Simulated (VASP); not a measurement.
Set up this calculation in VASP 6.6.1, as the native input.

```yaml
Task: single point
Functional: PBE
Potentials_or_basis: VASP PAW PBE potentials, release 64 (Cr_pv, N)
Cutoff: 520 eV
k_mesh: 10 × 10 × 10
Occupations: gaussian, width 0.1 eV
Spin: no spin polarisation
Dipole_correction: no
Further_INCAR_settings: ALGO = Normal; EDIFF = 1e-06; NBANDS = 51
```

The structure of Cr3N lies in POSCAR:

```
Cr3N
1.0
    4.2817432127      0.0000000000      0.0000000000
    0.0000000000      4.2817432127      0.0000000000
    0.0000000000      0.0000000000      4.2817432127
Cr N
6 2
Direct
    0.2500000000      0.0000000000      0.5000000000
    0.5000000000      0.7500000000      0.0000000000
    0.7500000000      0.0000000000      0.5000000000
    0.5000000000      0.2500000000      0.0000000000
    0.0000000000      0.5000000000      0.7500000000
    0.0000000000      0.5000000000      0.2500000000
    0.0000000000      0.0000000000      0.0000000000
    0.5000000000      0.5000000000      0.5000000000
```

The cell was built from a structure type or drawn by symmetry, and may not be a known phase.

These files were run (other wordings do the same):

INCAR

```
PREC     = Accurate       # precision mode
ENCUT    = 520            # plane-wave cutoff, eV
EDIFF    = 1E-6           # SCF threshold, eV
ISMEAR   = 0              # smearing method
SIGMA    = 0.1            # smearing width, eV
LREAL    = F              # projectors in reciprocal space
LASPH    = T              # aspherical terms in the spheres
NELM     = 60             # most SCF steps
ALGO     = Normal         # electronic algorithm
ISIF     = 2              # what is computed and relaxed
LWAVE    = F              # write WAVECAR
LCHARG   = T              # write CHGCAR
GGA      = PE             # functional
LELF     = T              # ELF
LVHAR    = T            
NBANDS   = 51             # bands
```

KPOINTS

```
regular mesh
0
Gamma
  10 10 10
```

Potentials or basis: VASP PAW PBE potentials, release 64 (Cr_pv, N).

Run with:

```bash
$ cat potpaw_PBE.64/Cr_pv/POTCAR potpaw_PBE.64/N/POTCAR > POTCAR
$ mpirun -np 1 vasp_std > vasp.out
```

It gave:

The pressure is 0.1 GPa. The band gap on the k mesh is zero (bands 41 and 42 overlap by 1.93 eV).

Caveat: the run has no spin polarisation, though such a crystal can be magnetic.

Wall time 4.4 min on 1 thread of Intel Xeon 8259CL, with other jobs on the host, peak memory 0.29 GiB.
